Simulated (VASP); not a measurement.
Here is a VASP 6.6.1 calculation.

Contents of INCAR:

```
PREC = Accurate
ENCUT = 600
EDIFF = 1E-6
ISMEAR = 0
SIGMA = 0.02
LREAL = F
LASPH = T
NELM = 100
ALGO = Normal
ISIF = 3
LWAVE = F
LCHARG = F
GGA = PE
IVDW = 12
IBRION = 2
NSW = 100
EDIFFG = -0.01
```

Contents of KPOINTS:

```
Automatic mesh
0
Gamma
  8 8 8
```

File POSCAR:

```
NaI
1.0
    2.3824743725     -3.3964915685      0.0000000000
    2.3824743725      3.3964915685      0.0000000000
    0.0000000000      0.0000000000      4.1047758786
Na I
1 1
Direct
    0.0000000000      0.0000000000      0.0000000000
    0.5000000000      0.5000000000      0.5000000000
```

Potentials or basis: VASP PAW PBE potentials, release 64 (Na_pv, I).

Launch:

```sh
$ cat potpaw_PBE.64/Na_pv/POTCAR potpaw_PBE.64/I/POTCAR > POTCAR
$ mpirun -np 1 vasp_std > vasp.out
```

(1) What does it give for the dispersion energy per atom?

(2) Predict the band gap on the k mesh.

## Answers

(1) -0.258 eV.

(2) 2.49 eV, indirect (least direct gap 2.76 eV).

Caveat: the relaxation stopped at its first step, so nothing moved; spin-orbit coupling is left out, which moves the levels of the heavy elements.
